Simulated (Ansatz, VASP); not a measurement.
One calculation of YbB2, two programs

Contents of INCAR:

```
PREC     = Accurate       # precision mode
ENCUT    = 520            # plane-wave cutoff, eV
EDIFF    = 1E-7           # SCF threshold, eV
ISMEAR   = 0              # smearing method
SIGMA    = 0.1            # smearing width, eV
LREAL    = F              # projectors in reciprocal space
LASPH    = T              # aspherical terms in the spheres
NELM     = 80             # most SCF steps
ALGO     = Normal         # electronic algorithm
ISIF     = 2              # what is computed and relaxed
LWAVE    = F              # write WAVECAR
LCHARG   = F              # write CHGCAR
GGA      = CA             # functional
NBANDS   = 22             # bands
```

File KPOINTS:

```
regular mesh
0
Gamma
  6 6 6
```

The input POSCAR:

```
YbB2
1.0
    3.2503000000      0.0000000000      0.0000000000
   -1.6251500000      2.8148423699      0.0000000000
    0.0000000000      0.0000000000      3.7315000000
Yb B
1 2
Direct
    0.0000000000      0.0000000000      0.0000000000
    0.3333333333      0.6666666667      0.5000000000
    0.6666666667      0.3333333333      0.5000000000
```

Input for Ansatz:

```yaml
crystal:
  lattice:
    - [3.2503, 0.0, 0.0]
    - [-1.62515, 2.8148423699, 0.0]
    - [0.0, 0.0, 3.7315]
  atoms:
    - { symbol: Yb, position: [0.0, 0.0, 0.0] }
    - { symbol: B, position: [0.3333333333, 0.6666666667, 0.5] }
    - { symbol: B, position: [0.6666666667, 0.3333333333, 0.5] }
basis:
  ecutwfc: 420
kpoints:
  mp_grid: { grid: [6, 6, 6] }
hamiltonian:
  xc: lda
  pseudopotentials: { kind: paw }
scf:
  occupations: { method: gaussian, width: 0.1 }
output:
  forces: true
  stress: true
  eigenvalues: true
```

Alike in both runs: task single point; functional LDA; k mesh 6 × 6 × 6; occupations gaussian, width 0.1 eV; no spin polarisation.

|  | VASP | Ansatz |
| --- | --- | --- |
| version | VASP 6.6.1 | Ansatz 0.2.0 |
| potentials or method | VASP PAW PBE potentials, release 64 (Yb, B), cutoff 520 eV | scalar-relativistic, plane waves, PAW |
| valence electrons in the cell | 30 | 30 |

VASP gave:

```
gap on the k mesh at the Fermi level (eV)                     : none
pressure (GPa)                                                : -6.4
traceless stress, the component that is largest in VASP (GPa) : 4.96
```

What did Ansatz give for the same quantities?

gap on the k mesh at the Fermi level (eV): none; pressure (GPa): -7.0; traceless stress, the component that is largest in VASP (GPa): 4.91.

VASP's potentials were made for PBE, not for LDA. LDA's correlation is that of Perdew and Zunger in VASP and of Perdew and Wang (1992) in Ansatz. A gap of «none» marks a metal or a gap that the smearing closes.

The k mesh is coarse, so the values compare programs but aren't converged. Neither program's run includes spin-orbit coupling.
